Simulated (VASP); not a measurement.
# HF in VASP: further runs

HF is run at these levels: PBE; tasks: single point.

Program: VASP 6.6.1. These are calculated values, not measurements. Logs are shortened: lines on timing, memory, paths and dates and some standing lists are left out, and cuts for length are marked.

## (1) The cell of the first run

The cell holds a disordered packing, 20 atoms: a = 6.980 Å, b = 6.980 Å, c = 6.980 Å, α = 90.00°, β = 90.00°, γ = 90.00°.

## (2) Single point, PBE

Contents of INCAR:

```
PREC     = Accurate       # precision mode
ENCUT    = 520            # plane-wave cutoff, eV
EDIFF    = 1E-6           # SCF threshold, eV
ISMEAR   = -1             # smearing method
SIGMA    = 0.05           # smearing width, eV
LREAL    = Auto         
LASPH    = True           # aspherical terms in the spheres
NELM     = 100            # most SCF steps
ALGO     = Normal         # electronic algorithm
ISIF     = 2              # what is computed and relaxed
LWAVE    = False          # write WAVECAR
LCHARG   = False          # write CHGCAR
GGA      = PE             # functional
NBANDS   = 56             # bands
```

Contents of KPOINTS:

```
Automatic mesh
0
Gamma
  1 1 1
```

Contents of POSCAR:

```
HF
1.0
    6.9795320000      0.0000000000      0.0000000000
    0.0000000000      6.9795320000      0.0000000000
    0.0000000000      0.0000000000      6.9795320000
F H
10 10
Direct
    0.5327004733      0.1850553877      0.2298434909
    0.6258585819      0.4700028598      0.6159295494
    0.1646098907      0.4781552689      0.3978776801
    0.7329861085      0.5950542243      0.2990744938
    0.9229558658      0.2166764190      0.4110877348
    0.9646492057      0.8335515906      0.9134136787
    0.2019906206      0.0395012158      0.1007803962
    0.4025771355      0.6271910495      1.1182411657
    0.8103838481      0.9587605587      0.6224342836
    0.4122912539      0.6948460155      0.7793645763
    0.4109301311      0.1358113982      0.2423658205
    0.6843152234      0.5024405648      0.4798459266
    0.2260036919      0.5186594173      0.2854059556
    0.6054990507      0.5937074291      0.2380102276
    1.0287365972      0.3142617585      0.4172056235
    0.9125540222      0.8848730832      0.7929471489
    0.1056231277     -0.0526826154      0.0586858832
    0.4111593729      0.6508745859      0.9777732948
    0.8699437154      1.0742697361      0.5710984633
    0.4804047034      0.6110438350      0.6824239791
```

Potentials or basis: VASP PAW PBE potentials, release 64 (F, H).

Started as:

```console
$ cat potpaw_PBE.64/F/POTCAR potpaw_PBE.64/H/POTCAR > POTCAR
$ mpirun -np 1 vasp_gam > vasp.out
```

OUTCAR:

```text
PREC = Accurate
   ENCUT = 520
   EDIFF = 1E-6
   ISMEAR = -1
   LREAL = Auto
   LASPH = True
   NELM = 100
   ISIF = 2
   GGA = PE

 ion  position               nearest neighbor table
   1  0.533  0.185  0.230-  11 0.92
   2  0.626  0.470  0.616-  12 1.06
   3  0.165  0.478  0.398-  13 0.94
   4  0.733  0.595  0.299-  14 0.99
   5  0.923  0.217  0.411-  15 1.01
   6  0.965  0.834  0.913-  16 0.98
[... 12 lines left out ...]
  19  0.870  0.074  0.571-   9 0.98
  20  0.480  0.611  0.682-  10 1.01

  LATTYP: Found a simple cubic cell.
 ALAT       =     6.9795320000

  Lattice vectors:

 A1 = (   6.9795320000,   0.0000000000,   0.0000000000)
 A2 = (   0.0000000000,   6.9795320000,   0.0000000000)
 A3 = (   0.0000000000,   0.0000000000,   6.9795320000)

Analysis of symmetry for initial positions (statically):
=====================================================================
 Subroutine PRICEL returns:
 Original cell was already a primitive cell.

 Routine SETGRP: Setting up the symmetry group for a
 simple cubic supercell.

 Subroutine GETGRP returns: Found  1 space group operations
 (whereof  1 operations were pure point group operations)
 out of a pool of 48 trial point group operations.

The static configuration has the point symmetry C_1 .

Analysis of symmetry for dynamics (positions and initial velocities):
=====================================================================
 Subroutine PRICEL returns:
 Original cell was already a primitive cell.

 Routine SETGRP: Setting up the symmetry group for a
 simple cubic supercell.

 Subroutine GETGRP returns: Found  1 space group operations
 (whereof  1 operations were pure point group operations)
 out of a pool of 48 trial point group operations.

The dynamic configuration has the point symmetry C_1 .

 Subroutine INISYM returns: Found  1 space group operations
 (whereof  1 operations are pure point group operations),
 and found     1 'primitive' translations

----------------------------------------------------------------------------------------

                                     Primitive cell

  volume of cell :     340.0000

  direct lattice vectors                    reciprocal lattice vectors
     6.979532000  0.000000000  0.000000000     0.143276082  0.000000000  0.000000000
     0.000000000  6.979532000  0.000000000     0.000000000  0.143276082  0.000000000
     0.000000000  0.000000000  6.979532000     0.000000000  0.000000000  0.143276082

  length of vectors
     6.979532000  6.979532000  6.979532000     0.143276082  0.143276082  0.143276082

  position of ions in fractional coordinates (direct lattice)
     0.532700473  0.185055388  0.229843491
     0.625858582  0.470002860  0.615929549
     0.164609891  0.478155269  0.397877680
     0.732986109  0.595054224  0.299074494
     0.922955866  0.216676419  0.411087735
     0.964649206  0.833551591  0.913413679
[... 12 lines left out ...]
     0.869943715  0.074269736  0.571098463
     0.480404703  0.611043835  0.682423979

  ion indices of the primitive-cell ions
   primitive index   ion index
                 1           1
                 2           2
                 3           3
                 4           4
                 5           5
                 6           6
[... 12 lines left out ...]
                19          19
                20          20

----------------------------------------------------------------------------------------

 KPOINTS: Automatic mesh

Automatic generation of k-mesh.
 Grid dimensions read from file:
 generate k-points for:    1    1    1

 Generating k-lattice:

  Cartesian coordinates                     Fractional coordinates (reciprocal lattice)
     0.143276082  0.000000000  0.000000000     1.000000000  0.000000000  0.000000000
     0.000000000  0.143276082  0.000000000     0.000000000  1.000000000  0.000000000
     0.000000000  0.000000000  0.143276082     0.000000000  0.000000000  1.000000000

  Length of vectors
     0.143276082  0.143276082  0.143276082

  Shift w.r.t. Gamma in fractional coordinates (k-lattice)
     0.000000000  0.000000000  0.000000000

 Subroutine IBZKPT returns following result:
 ===========================================

 Found      1 irreducible k-points:

 Following reciprocal coordinates:
            Coordinates               Weight
  0.000000  0.000000  0.000000      1.000000
   k-points           NKPTS =      1   k-points in BZ     NKDIM =      1   number of bands    NBANDS=     56
   number of dos      NEDOS =    301   number of ions     NIONS =     20
   total plane-waves  NPLWV = 157464
   dimension x,y,z NGX =    54 NGY =   54 NGZ =   54
   dimension x,y,z NGXF=   108 NGYF=  108 NGZF=  108
   ions per type =              10  10
   NGX,Y,Z   is equivalent  to a cutoff of  12.86, 12.86, 12.86 a.u.
   NGXF,Y,Z  is equivalent  to a cutoff of  25.72, 25.72, 25.72 a.u.
 SYSTEM =  unknown system
   PREC   = accura    normal or accurate (medium, high low for compatibility)
   ISTART =      0    job   : 0-new  1-cont  2-samecut
   ICHARG =      2    charge: 1-file 2-atom 10-const
   ISPIN  =      1    spin polarized calculation?
   LNONCOLLINEAR =      F non collinear calculations
   LSORBIT =      F    spin-orbit coupling
   LASPH  =      T    aspherical Exc in radial PAW
   ENCUT  =  520.0 eV  38.22 Ry    6.18 a.u.  12.98 12.98 12.98*2*pi/ulx,y,z
   NELM   =    100;   NELMIN=  2; NELMDL= -5     # of ELM steps
   EDIFF  = 0.1E-05   stopping-criterion for ELM
   LREAL  =      T    real-space projection
   EDIFFG = 0.1E-04   stopping-criterion for IOM
   NSW    =      0    number of steps for IOM
   IBRION =     -1    ionic relax: 0-MD 1-quasi-New 2-CG
   NFREE  =      0    steps in history (QN), initial steepest desc. (CG)
   ISIF   =      2    stress and relaxation
   ISYM   =      2    0-nonsym 1-usesym 2-fastsym
   POTIM  = 0.5000    time-step for ionic-motion
   TEBEG  =    0.0;   TEEND  =   0.0 temperature during run
   PSTRESS=    0.0 pullay stress
   NELECT =      80.0000    total number of electrons
   NUPDOWN=      -1.0000    fix difference up-down
   EMIN   =  10.00;   EMAX   =-10.00  energy-range for DOS
   EFERMI =   0.00;   METHOD = LEGACY
   ISMEAR =    -1;   SIGMA  =   0.05  broadening in eV -4-tet -1-fermi 0-gaus
   EFERMI_NEDOS =   21; number of points for ismear=-14 and -15
   IALGO  =     38    algorithm
   IMIX   =      4    mixing-type and parameters
     AMIX     =   0.40;   BMIX     =  1.00
     AMIX_MAG =   1.60;   BMIX_MAG =  1.00
  volume/ion in A,a.u.               =      17.00       114.72
  Fermi-wavevector in a.u.,A,eV,Ry     =   1.010676  1.909900 13.897882  1.021466
  Thomas-Fermi vector in A             =   2.143679
   LORBIT       =      0    0 simple, 1 ext, 2 COOP (PROOUT), +10 PAW based schemes
   GGA     = PE    functional components
   LHFCALC =     F    Hartree Fock is set to
   AEXX    =    0.0000 exact exchange contribution
   IVDW    =     0    specifies the selected vdW correction
   LEPSILON=     F    determine dielectric tensor
   LRPA    =     F    only Hartree local field effects (RPA)
 non-spin polarized calculation
  energy-cutoff  :      520.00
  volume of cell :      340.00
 maximum number of plane-waves:      4547
 NGX is ok and might be reduce to    50
   NGX = 25   NGY = 25   NGZ = 25

 number of electron      79.9999990 magnetization

 Free energy of the ion-electron system (eV)
  ---------------------------------------------------
  ext. energy  EPLUGINS =         0.00000000
  ---------------------------------------------------
  free energy    TOTEN  =       -82.17932693 eV

  energy without entropy =      -82.17932693  energy(sigma->0) =      -82.17932693

 E-fermi :  -5.4608     XC(G=0):  -5.5316

 val. band max:       -6.7642260367   @ k =   0.0000   0.0000   0.0000
 cond. band min:      -0.1085543403   @ k =   0.0000   0.0000   0.0000
 fundamental gap:      6.6556716964
 Fermi energy:        -5.4608400173

 k-point     1 :       0.0000    0.0000    0.0000
  band No.  band energies     occupation
      1     -29.4243      2.00000
      2     -28.8975      2.00000
      3     -28.5430      2.00000
      4     -28.3502      2.00000
      5     -28.0503      2.00000
      6     -27.7557      2.00000
[... 44 lines left out ...]
     51       5.6699      0.00000
     52       5.8014      0.00000
 [bands above 52 left out]

------------------------ aborting loop because EDIFF is reached ----------------------------------------

  FORCE on cell =-STRESS in cart. coord.  units (eV):
  Direction    XX          YY          ZZ          XY          YZ          ZX
  --------------------------------------------------------------------------------------
  -------------------------------------------------------------------------------------
  Total       -1.7033216     -1.5627569     -2.7900808     -0.3517743     -0.1973641      0.0672488
  in kB       -8.0265390     -7.3641579    -13.1476598     -1.6576612     -0.9300359      0.3168956
  external PRESSURE =      -9.5127856 kB  Pullay stress =       0.0000000 kB

 VOLUME and BASIS-vectors are now :
 -----------------------------------------------------------------------------
  energy-cutoff  :      520.00
  volume of cell :      340.00
      direct lattice vectors                 reciprocal lattice vectors
     6.979532000  0.000000000  0.000000000     0.143276082  0.000000000  0.000000000
     0.000000000  6.979532000  0.000000000     0.000000000  0.143276082  0.000000000
     0.000000000  0.000000000  6.979532000     0.000000000  0.000000000  0.143276082

 POSITION                                       TOTAL-FORCE (eV/Angst)
 -----------------------------------------------------------------------------------
      3.71800      1.29160      1.60420         1.275841      0.698192      0.089292
      4.36820      3.28040      4.29890         0.498991      0.512852     -1.822647
      1.14890      3.33730      2.77700        -0.196572     -0.102388      0.882007
      5.11590      4.15320      2.08740        -0.942531     -0.286767      0.038383
      6.44180      1.51230      2.86920         0.999582      0.824434      0.349808
      6.73280      5.81780      6.37520         0.070025     -0.152791      0.124877
[... 12 lines left out ...]
      6.07180      0.51837      3.98600        -0.194872     -0.018852     -0.515813
      3.35300      4.26480      4.76300         0.150401      0.111483      0.994079
 -----------------------------------------------------------------------------------
    total drift:                               -0.000758      0.006859     -0.010020

  FREE ENERGIE OF THE ION-ELECTRON SYSTEM (eV)
  ---------------------------------------------------
  free  energy   TOTEN  =       -82.1793269279 eV

  energy  without entropy=      -82.1793269279  energy(sigma->0) =      -82.17932693
```

It took 19 s on 1 thread of Intel Xeon 6975P-C (Granite Rapids), shared host; peak memory 0.34 GiB.

What came out:

| Item | Value |
| --- | --- |
| Free energy | -82.1793 eV |
| Pressure | -1.0 GPa |
| Largest force | 1.958 eV/Å |

Forces in eV/Å, atoms in the order of the input:
```
F    1.276  0.698  0.089
F    0.499  0.513 -1.823
F   -0.197 -0.102  0.882
F   -0.943 -0.287  0.038
F    1.000  0.824  0.350
F    0.070 -0.153  0.125
F   -0.358 -0.366  0.088
F    0.105 -0.258  0.653
F    0.180 -0.016  0.305
F    0.095 -0.284 -0.657
H   -1.312 -0.716 -0.204
H   -0.661 -0.167  1.586
H    0.453  0.274 -0.990
H    0.629  0.206 -0.235
H   -0.977 -0.846 -0.303
H   -0.094  0.032  0.180
H    0.300  0.535 -0.206
H   -0.021  0.020 -0.355
H   -0.195 -0.019 -0.516
H    0.150  0.111  0.994
```

Stress tensor (GPa, compression positive):
```
-0.80 -0.17  0.03
-0.17 -0.74 -0.09
 0.03 -0.09 -1.31
```

Caveat: the k points lie up to 0.90 Å⁻¹ apart.

## (3) Single point, PBE

Contents of INCAR:

```
SYSTEM = HF
  PREC = Accurate
  ENCUT = 520
  EDIFF = 1E-6
  ISMEAR = -1
  SIGMA = 0.05
  LREAL = Auto
  LASPH = .True.
  NELM = 100
  ALGO = Normal
  ISIF = 2
  LWAVE = .False.
  LCHARG = .False.
  GGA = PE
  NBANDS = 56
```

Contents of KPOINTS:

```
Automatic mesh
0
Gamma
  1 1 1
  0 0 0
```

Contents of POSCAR:

```
HF
1.0
    6.9795320000      0.0000000000      0.0000000000
    0.0000000000      6.9795320000      0.0000000000
    0.0000000000      0.0000000000      6.9795320000
F H
10 10
Direct
    0.4944027766      0.1625753704      0.2485410197
    0.6167748783      0.4640282472      0.6012724062
    0.1795965689      0.4519214182      0.3771313034
    0.7118958692      0.5783768883      0.2747318875
    0.9218239848      0.2033087605      0.3891951495
    0.9340597622      0.8308723278      0.9633024105
    0.2066614209      0.0286838716      0.0834583178
    0.3579323084      0.6421490725      1.1443174127
    0.8310585867      0.9442323640      0.6392978784
    0.4040528792      0.7004767655      0.7711548568
    0.3985367500      0.0784723102      0.1913881905
    0.6656176947      0.5147623078      0.4785564419
    0.2591434497      0.4638849711      0.2601607099
    0.5862714004      0.6228497842      0.2441424439
    1.0187645819      0.3041178119      0.3819310521
    0.9025820069      0.8773654165      0.8245251974
    0.0903785526     -0.0476106421      0.0825556785
    0.3690218771      0.6354150966      1.0055258719
    0.8755887931      1.0526923582      0.5575732012
    0.4766651976      0.6103417822      0.7012074735
```

Potentials or basis: VASP PAW PBE potentials, release 64 (F, H).

Started as:

```console
$ cat potpaw_PBE.64/F/POTCAR potpaw_PBE.64/H/POTCAR > POTCAR
$ mpirun -np 1 vasp_gam > vasp.out
```

It took 20 s on 1 thread of Intel Xeon 6975P-C (Granite Rapids), shared host; peak memory 0.34 GiB.

It converged, with:

* Free energy: -82.0707 eV
* Pressure: -1.0 GPa
* Largest force: 1.845 eV/Å

Forces in eV/Å, atoms in the order of the input:
```
F   -0.433 -0.501 -0.302
F    0.054  0.402 -0.261
F    0.456 -0.194 -0.811
F   -0.019  0.099  0.379
F   -0.059 -0.146  0.242
F   -0.411  0.505 -1.650
F   -0.178  0.043  0.073
F    0.356 -0.231 -0.366
F    0.302  0.620 -0.510
F   -0.861  0.631  1.209
H    0.457  0.694  0.390
H   -0.025 -0.439  0.343
H   -0.811  0.078  1.163
H   -0.111  0.078 -0.489
H    0.108 -0.187  0.078
H    0.380 -0.358  1.770
H    0.048 -0.054 -0.501
H    0.063  0.429 -0.371
H   -0.203 -0.499  0.320
H    0.889 -0.969 -0.704
```

Stress tensor (GPa, compression positive):
```
-0.32 -0.32  0.04
-0.32 -0.82  0.85
 0.04  0.85 -2.00
```

Levels at points of the mesh, in eV from the Fermi level:
```tsv
k point	band 37	band 38	band 39	band 40	band 41	band 42	band 43	band 44
(0.00, 0.00, 0.00)	-2.03	-1.92	-1.33	-1.26	5.07	7.59	8.18	8.49
```

Caveat: the k points lie up to 0.90 Å⁻¹ apart.
